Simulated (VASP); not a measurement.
# Ag (Im-3m) in VASP: further runs

Ag is run at these levels: PBE0; tasks: single point.

Program: VASP 6.6.1. These are calculated values, not measurements. Logs are shortened: lines on timing, memory, paths and dates and some standing lists are left out, and cuts for length are marked.

### Step 1. The cell of the first run

The structure is cubic, space group Im-3m (No. 229). Conventional cell: a = 3.355 Å, b = 3.355 Å, c = 3.355 Å, α = 90.00°, β = 90.00°, γ = 90.00°. Within 3.8 Å of Ag (site symmetry m-3m) lie 14 Ag at 2.91 to 3.35 Å.

This isn't the form of Ag at room conditions, which is fcc.

### Step 2. Single point, PBE0

Contents of POSCAR:

```
Ag
1.0
   -1.6774414196      1.6774414196      1.6774414196
    1.6774414196     -1.6774414196      1.6774414196
    1.6774414196      1.6774414196     -1.6774414196
Ag
1
Direct
    0.0000000000      0.0000000000      0.0000000000
```

Contents of INCAR.step1:

```
SYSTEM = Ag
PREC = Accurate
ENCUT = 520
EDIFF = 1E-5
ISMEAR = -1
SIGMA = 0.05
LREAL = .False.
LASPH = .True.
NELM = 80
ALGO = Normal
ISIF = 2
LWAVE = .True.
NBANDS = 12
GGA = PE
```

Contents of INCAR.step2:

```
SYSTEM = Ag
PREC = Accurate
ENCUT = 520
EDIFF = 1E-6
ISMEAR = -1
SIGMA = 0.05
LREAL = .False.
LASPH = .True.
NELM = 80
ALGO = Normal
ISIF = 2
LWAVE = .False.
LCHARG = .True.
GGA = PE
LHFCALC = .True.
AEXX = 0.25
PRECFOCK = Normal
LELF = .True.
LVHAR = .True.
NBANDS = 12
ISTART = 1
```

Contents of KPOINTS:

```
regular mesh
0
Gamma
  6 6 6
  0 0 0
```

Potentials or basis: VASP PAW PBE potentials, release 64 (Ag).

Command:

```bash
$ cat potpaw_PBE.64/Ag/POTCAR > POTCAR
$ cp INCAR.step1 INCAR
$ mpirun -np 1 vasp_std > vasp.out
$ cp INCAR.step2 INCAR
$ mpirun -np 1 vasp_std > vasp.out
```

OUTCAR:

```text
SYSTEM = Ag
   PREC = Accurate
   ENCUT = 520
   EDIFF = 1E-6
   ISMEAR = -1
   LREAL = .False.
   LASPH = .True.
   NELM = 80
   ISIF = 2
   GGA = PE
   LHFCALC = .True.
   AEXX = 0.25
   PRECFOCK = Normal
   ISTART = 1

 ion  position               nearest neighbor table
   1  0.000  0.000  0.000-

  LATTYP: Found a body centered cubic cell.
 ALAT       =     3.3548828392

  Lattice vectors:

 A1 = (  -1.6774414196,   1.6774414196,   1.6774414196)
 A2 = (   1.6774414196,  -1.6774414196,   1.6774414196)
 A3 = (   1.6774414196,   1.6774414196,  -1.6774414196)

Analysis of symmetry for initial positions (statically):
=====================================================================
 Subroutine PRICEL returns:
 Original cell was already a primitive cell.

 Routine SETGRP: Setting up the symmetry group for a
 body centered cubic supercell.

 Subroutine GETGRP returns: Found 48 space group operations
 (whereof 48 operations were pure point group operations)
 out of a pool of 48 trial point group operations.

The static configuration has the point symmetry O_h .

Analysis of symmetry for dynamics (positions and initial velocities):
=====================================================================
 Subroutine PRICEL returns:
 Original cell was already a primitive cell.

 Routine SETGRP: Setting up the symmetry group for a
 body centered cubic supercell.

 Subroutine GETGRP returns: Found 48 space group operations
 (whereof 48 operations were pure point group operations)
 out of a pool of 48 trial point group operations.

The dynamic configuration has the point symmetry O_h .

 Subroutine INISYM returns: Found 48 space group operations
 (whereof 48 operations are pure point group operations),
 and found     1 'primitive' translations

----------------------------------------------------------------------------------------

                                     Primitive cell

  volume of cell :      18.8800

  direct lattice vectors                    reciprocal lattice vectors
    -1.677441420  1.677441420  1.677441420     0.000000000  0.298073002  0.298073002
     1.677441420 -1.677441420  1.677441420     0.298073002  0.000000000  0.298073002
     1.677441420  1.677441420 -1.677441420     0.298073002  0.298073002  0.000000000

  length of vectors
     2.905413765  2.905413765  2.905413765     0.421538882  0.421538882  0.421538882

  position of ions in fractional coordinates (direct lattice)
     0.000000000  0.000000000  0.000000000

  ion indices of the primitive-cell ions
   primitive index   ion index
                 1           1

----------------------------------------------------------------------------------------

 KPOINTS: regular mesh

Automatic generation of k-mesh.
 Grid dimensions read from file:
 generate k-points for:    6    6    6

 Generating k-lattice:

  Cartesian coordinates                     Fractional coordinates (reciprocal lattice)
     0.000000000  0.049678834  0.049678834     0.166666667  0.000000000  0.000000000
     0.049678834  0.000000000  0.049678834     0.000000000  0.166666667  0.000000000
     0.049678834  0.049678834  0.000000000     0.000000000  0.000000000  0.166666667

  Length of vectors
     0.070256480  0.070256480  0.070256480

  Shift w.r.t. Gamma in fractional coordinates (k-lattice)
     0.000000000  0.000000000  0.000000000

 Subroutine IBZKPT returns following result:
 ===========================================

 Found     16 irreducible k-points:

 Following reciprocal coordinates:
            Coordinates               Weight
  0.000000  0.000000  0.000000      1.000000
  0.166667  0.000000  0.000000     12.000000
  0.333333  0.000000  0.000000     12.000000
  0.500000  0.000000  0.000000      6.000000
  0.166667  0.166667  0.000000     24.000000
  0.333333  0.166667  0.000000     48.000000
[... 8 lines left out ...]
  0.500000  0.500000  0.333333     12.000000
  0.500000  0.500000  0.500000      1.000000
   k-points           NKPTS =     16   k-points in BZ     NKDIM =    216   number of bands    NBANDS=     12
   number of dos      NEDOS =    301   number of ions     NIONS =      1
   total plane-waves  NPLWV =  13824
   dimension x,y,z NGX =    24 NGY =   24 NGZ =   24
   dimension x,y,z NGXF=    48 NGYF=   48 NGZF=   48
   ions per type =               1
   NGX,Y,Z   is equivalent  to a cutoff of  13.73, 13.73, 13.73 a.u.
   NGXF,Y,Z  is equivalent  to a cutoff of  27.47, 27.47, 27.47 a.u.
 SYSTEM =  Ag
   PREC   = accura    normal or accurate (medium, high low for compatibility)
   ISTART =      1    job   : 0-new  1-cont  2-samecut
   ICHARG =      0    charge: 1-file 2-atom 10-const
   ISPIN  =      1    spin polarized calculation?
   LNONCOLLINEAR =      F non collinear calculations
   LSORBIT =      F    spin-orbit coupling
   LASPH  =      T    aspherical Exc in radial PAW
   ENCUT  =  520.0 eV  38.22 Ry    6.18 a.u.   5.40  5.40  5.40*2*pi/ulx,y,z
   NELM   =     80;   NELMIN=  2; NELMDL=  0     # of ELM steps
   EDIFF  = 0.1E-05   stopping-criterion for ELM
   LREAL  =      F    real-space projection
   EDIFFG = 0.1E-04   stopping-criterion for IOM
   NSW    =      0    number of steps for IOM
   IBRION =     -1    ionic relax: 0-MD 1-quasi-New 2-CG
   NFREE  =      0    steps in history (QN), initial steepest desc. (CG)
   ISIF   =      2    stress and relaxation
   ISYM   =      3    0-nonsym 1-usesym 2-fastsym
   POTIM  = 0.5000    time-step for ionic-motion
   TEBEG  =    0.0;   TEEND  =   0.0 temperature during run
   PSTRESS=    0.0 pullay stress
   NELECT =      11.0000    total number of electrons
   NUPDOWN=      -1.0000    fix difference up-down
   EMIN   =  10.00;   EMAX   =-10.00  energy-range for DOS
   EFERMI =   0.00;   METHOD = LEGACY
   ISMEAR =    -1;   SIGMA  =   0.05  broadening in eV -4-tet -1-fermi 0-gaus
   EFERMI_NEDOS =   21; number of points for ismear=-14 and -15
   IALGO  =     38    algorithm
   IMIX   =      1    mixing-type and parameters
     AMIX     =   0.40;   BMIX     =  1.00
     AMIX_MAG =   1.60;   BMIX_MAG =  1.00
  volume/ion in A,a.u.               =      18.88       127.41
  Fermi-wavevector in a.u.,A,eV,Ry     =   1.367325  2.583869 25.437142  1.869577
  Thomas-Fermi vector in A             =   2.493387
   LORBIT       =      0    0 simple, 1 ext, 2 COOP (PROOUT), +10 PAW based schemes
   GGA     = PE    functional components
   LHFCALC =     T    Hartree Fock is set to
   PRECFOCK=normal    Normal, Fast or Accurate (Low or Medium for compatibility)
   ENCUT4O =  -1.0   cutoff for four orbital integrals eV
   NKREDX  =     1    reduce k-point grid by
   NKREDY  =     1    reduce k-point grid by
   NKREDZ  =     1    reduce k-point grid by
   AEXX    =    0.2500 exact exchange contribution
   HFSCREEN=    0.0000 screening length (either q_TF or 0.3 A-1)
   HFSCREENC=   0.0000 screening length for correlation (either q_TF or 0.3 A-1)
   ENCUTFOCK=  -1.0 apply spherical cutoff to Coloumb kernel
   IVDW    =     0    specifies the selected vdW correction
   LEPSILON=     F    determine dielectric tensor
   LRPA    =     F    only Hartree local field effects (RPA)
 non-spin polarized calculation
  energy-cutoff  :      520.00
  volume of cell :       18.88
 maximum number of plane-waves:       531
 NGX is ok and might be reduce to    24
  NGX = 18; NGY = 18; NGZ = 18

 number of electron      10.9999997 magnetization

 Free energy of the ion-electron system (eV)
  ---------------------------------------------------
  ext. energy  EPLUGINS =         0.00000000
  ---------------------------------------------------
  free energy    TOTEN  =        -2.90343102 eV

  energy without entropy =       -2.88818296  energy(sigma->0) =       -2.89580699

 E-fermi :   7.1512     XC(G=0):  -9.0926

 val. band max:        6.2545372386   @ k =   0.1667   0.1667   0.1667
 cond. band min:       7.1637702454   @ k =   0.3333   0.1667   0.0000
 fundamental gap:      0.9092330068
 Fermi energy:         7.1511824088

 k-point     1 :       0.0000    0.0000    0.0000
  band No.  band energies     occupation
      1      -1.3668      2.00000
      2       0.6638      2.00000
      3       0.6638      2.00000
      4       0.6638      2.00000
      5       1.8345      2.00000
      6       1.8345      2.00000
      7      25.8700      0.00000
      8      25.8700      0.00000
      9      25.8700      0.00000
     10      31.2708      0.00000
     11      31.2708      0.00000
     12      31.2708      0.00000

 k-point     2 :       0.1667    0.0000    0.0000
  band No.  band energies     occupation
      1      -0.5250      2.00000
      2       0.4823      2.00000
      3       0.8005      2.00000
      4       1.1339      2.00000
      5       1.6948      2.00000
      6       1.8569      2.00000
      7      22.7937      0.00000
      8      24.8665      0.00000
      9      26.2711      0.00000
     10      27.7615      0.00000
     11      28.2323      0.00000
     12      29.0959      0.00000

 k-point     3 :       0.3333    0.0000    0.0000
  band No.  band energies     occupation
      1      -0.3189      2.00000
      2       0.1361      2.00000
      3       1.7170      2.00000
      4       1.9259      2.00000
      5       2.2077      2.00000
      6       3.3551      2.00000
      7      16.2347      0.00000
      8      22.2471      0.00000
      9      23.7646      0.00000
     10      26.9358      0.00000
     11      28.0268      0.00000
     12      32.0231      0.00000

 k-point     4 :       0.5000    0.0000    0.0000
  band No.  band energies     occupation
      1      -0.5674      2.00000
      2      -0.0292      2.00000
      3       1.8101      2.00000
      4       1.9761      2.00000
      5       2.8347      2.00000
      6       7.5034      0.00174
      7      11.4815      0.00000
      8      21.1792      0.00000
      9      22.0966      0.00000
     10      27.2040      0.00000
     11      28.3271      0.00000
     12      32.2630      0.00000

 k-point     5 :       0.1667    0.1667    0.0000
  band No.  band energies     occupation
      1       0.0472      2.00000
      2       0.4652      2.00000
      3       0.8474      2.00000
      4       1.5891      2.00000
      5       1.9415      2.00000
      6       2.9520      2.00000
      7      19.8858      0.00000
      8      20.0575      0.00000
      9      23.8933      0.00000
     10      27.0229      0.00000
     11      29.8191      0.00000
     12      31.5687      0.00000
[... 108 lines left out ...]
      1       0.1800      2.00000
      2       0.3252      2.00000
      3       0.7791      2.00000
      4       1.8360      2.00000
      5       2.4233      2.00000
      6       9.4599      0.00000
      7      14.8542      0.00000
      8      15.1320      0.00000
      9      24.2035      0.00000
     10      24.2336      0.00000
     11      28.4821      0.00000
     12      31.0008      0.00000

 k-point    14 :      -0.3333    0.3333    0.3333
  band No.  band energies     occupation
      1      -0.0211      2.00000
      2       0.1477      2.00000
      3       1.7103      2.00000
      4       1.7103      2.00000
      5       2.0939      2.00000
      6       8.3159      0.00000
      7      17.6804      0.00000
      8      17.6804      0.00000
      9      20.5723      0.00000
     10      21.2151      0.00000
     11      28.7717      0.00000
     12      34.4312      0.00000

 k-point    15 :       0.5000    0.5000    0.3333
  band No.  band energies     occupation
      1      -0.3095      2.00000
      2      -0.1801      2.00000
      3       1.7948      2.00000
      4       2.0595      2.00000
      5       2.6640      2.00000
      6      12.5958      0.00000
      7      13.0488      0.00000
      8      16.2428      0.00000
      9      20.7044      0.00000
     10      23.2909      0.00000
     11      24.2491      0.00000
     12      33.9476      0.00000

 k-point    16 :       0.5000    0.5000    0.5000
  band No.  band energies     occupation
      1      -0.6126      2.00000
      2      -0.6126      2.00000
      3       2.6081      2.00000
      4       2.6081      2.00000
      5       2.6081      2.00000
      6      14.7186      0.00000
      7      14.7186      0.00000
      8      14.7186      0.00000
      9      20.1792      0.00000
     10      20.8166      0.00000
     11      20.8166      0.00000
     12      34.8902      0.00000

------------------------ aborting loop because EDIFF is reached ----------------------------------------

  FORCE on cell =-STRESS in cart. coord.  units (eV):
  Direction    XX          YY          ZZ          XY          YZ          ZX
  --------------------------------------------------------------------------------------
  -------------------------------------------------------------------------------------
  Total       -0.3525677     -0.3525677     -0.3525677      0.0000000     -0.0000000     -0.0000000
  in kB      -29.9192710    -29.9192710    -29.9192710      0.0000000     -0.0000000     -0.0000000
  external PRESSURE =     -29.9192710 kB  Pullay stress =       0.0000000 kB

 VOLUME and BASIS-vectors are now :
 -----------------------------------------------------------------------------
  energy-cutoff  :      520.00
  volume of cell :       18.88
      direct lattice vectors                 reciprocal lattice vectors
    -1.677441420  1.677441420  1.677441420     0.000000000  0.298073002  0.298073002
     1.677441420 -1.677441420  1.677441420     0.298073002  0.000000000  0.298073002
     1.677441420  1.677441420 -1.677441420     0.298073002  0.298073002  0.000000000

 POSITION                                       TOTAL-FORCE (eV/Angst)
 -----------------------------------------------------------------------------------
      0.00000      0.00000      0.00000         0.000000      0.000000      0.000000
 -----------------------------------------------------------------------------------
    total drift:                               -0.000000      0.000000      0.000000

  FREE ENERGIE OF THE ION-ELECTRON SYSTEM (eV)
  ---------------------------------------------------
  free  energy   TOTEN  =        -2.9034310211 eV

  energy  without entropy=       -2.8881829625  energy(sigma->0) =       -2.89580699
```

Wall time 8.6 min (1 thread of AMD EPYC 7R13 (Zen 3), shared host); peak memory 0.13 GiB.

What came out:

```yaml
Free_energy: -2.9034 eV
Pressure: -3.0 GPa
Band_gap_on_the_k_mesh: zero (an odd number of electrons rules out a gap without spin polarisation)
```

Caveat: the k points lie up to 0.44 Å⁻¹ apart, too coarse for converged energies and pressures of a metal; the PAW data sets were made with another functional, which shifts forces and pressure a little.

### Step 3. Single point, PBE0

This run uses another cell than the first one, of 19.24 Å³/atom.

Contents of POSCAR:

```
Ag
1.0
   -1.6881260479      1.6881260479      1.6881260479
    1.6881260479     -1.6881260479      1.6881260479
    1.6881260479      1.6881260479     -1.6881260479
Ag
1
Direct
    0.0000000000      0.0000000000      0.0000000000
```

Contents of INCAR.step1:

```
SYSTEM = Ag
PREC = Accurate
ENCUT = 520
EDIFF = 1E-5
ISMEAR = -1
SIGMA = 0.05
LREAL = .FALSE.
LASPH = .TRUE.
NELM = 80
ALGO = Normal
ISIF = 2
LWAVE = .TRUE.
LCHARG = .FALSE.
GGA = PE
NBANDS = 12
```

Contents of INCAR.step2:

```
SYSTEM = Ag
PREC = Accurate
ENCUT = 520
EDIFF = 1E-6
ISMEAR = -1
SIGMA = 0.05
LREAL = .FALSE.
LASPH = .TRUE.
NELM = 80
ALGO = Normal
ISIF = 2
LWAVE = .FALSE.
LCHARG = .FALSE.
GGA = PE
LHFCALC = .TRUE.
AEXX = 0.25
PRECFOCK = Normal
ISTART = 1
NBANDS = 12
```

Contents of KPOINTS:

```
Automatic mesh
0
G
  6 6 6
  0 0 0
```

Potentials or basis: VASP PAW PBE potentials, release 64 (Ag).

Command:

```bash
$ cat potpaw_PBE.64/Ag/POTCAR > POTCAR
$ cp INCAR.step1 INCAR
$ mpirun -np 1 vasp_std > vasp.out
$ cp INCAR.step2 INCAR
$ mpirun -np 1 vasp_std > vasp.out
```

Run time: 8.4 min. Hardware: 1 thread of AMD EPYC 7R13 (Zen 3), shared host; peak memory 0.13 GiB.

Results (log left out):

| Item | Value |
| --- | --- |
| Free energy | -2.8956 eV |
| Pressure | -4.2 GPa |
| Band gap on the k mesh | zero (an odd number of electrons rules out a gap without spin polarisation) |

Levels at points of the mesh, in eV from the Fermi level:
| k point | band 3 | band 4 | band 5 | band 6 | band 7 | band 8 |
| --- | --- | --- | --- | --- | --- | --- |
| (0.00, 0.00, 0.00) | -6.43 | -6.43 | -5.29 | -5.29 | 18.63 | 18.63 |
| (0.50, 0.00, 0.00) | -5.32 | -5.16 | -4.33 | 0.40 | 4.22 | 13.94 |
| (0.50, 0.50, 0.50) | -4.54 | -4.54 | -4.54 | 7.51 | 7.51 | 7.51 |

Caveat: the k points lie up to 0.44 Å⁻¹ apart, too coarse for converged energies and pressures of a metal; the PAW data sets were made with another functional, which shifts forces and pressure a little.

The gap in the log of VASP goes by the Fermi energy; the results here count the filled bands.